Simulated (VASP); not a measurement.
Set up this calculation in VASP 6.6.1, as the native input.

```
Task                   : single point
Functional             : PBE
Potentials or basis    : VASP PAW PBE potentials, release 64 (Ir)
Cutoff                 : 520 eV
k mesh                 : 22 × 22 × 22
Occupations            : gaussian, width 0.15 eV
Spin                   : no spin polarisation
Dipole correction      : no
Further INCAR settings : ALGO = Fast; EDIFF = 1e-07; NBANDS = 10
```

The structure of Ir lies in POSCAR:

```
Ir
1.0
    0.0000000000      2.2165725215      1.5458376765
    2.2165725215      0.0000000000      1.5458376765
    2.2165725215      2.2165725215      0.0000000000
Ir
1
Direct
    0.0000000000      0.0000000000      0.0000000000
```

One way to write it, as run:

INCAR

```
SYSTEM = Ir
PREC = Accurate ; ENCUT = 520
EDIFF = 1E-7 ; ISMEAR = 0
SIGMA = 0.15 ; LREAL = .False.
LASPH = .True. ; NELM = 80
ALGO = Fast ; ISIF = 2
LWAVE = .False. ; LCHARG = .False.
GGA = PE ; NBANDS = 10
```

KPOINTS

```
regular mesh
0
Gamma
  22 22 22
  0 0 0
```

Potentials or basis: VASP PAW PBE potentials, release 64 (Ir).

Launch:

```console
$ cat potpaw_PBE.64/Ir/POTCAR > POTCAR
$ mpirun -np 1 vasp_std > vasp.out
```

Results of the run:

```yaml
Pressure: -2.5 GPa
Band_gap_on_the_k_mesh: zero (an odd number of electrons rules out a gap without spin polarisation)
```

Caveat: spin-orbit coupling is left out, which moves the levels of the heavy elements.

Run time: 63 s on 1 thread of Intel(R) Xeon(R) 6975P-C (Granite Rapids), on a shared host, peak memory 0.25 GiB.
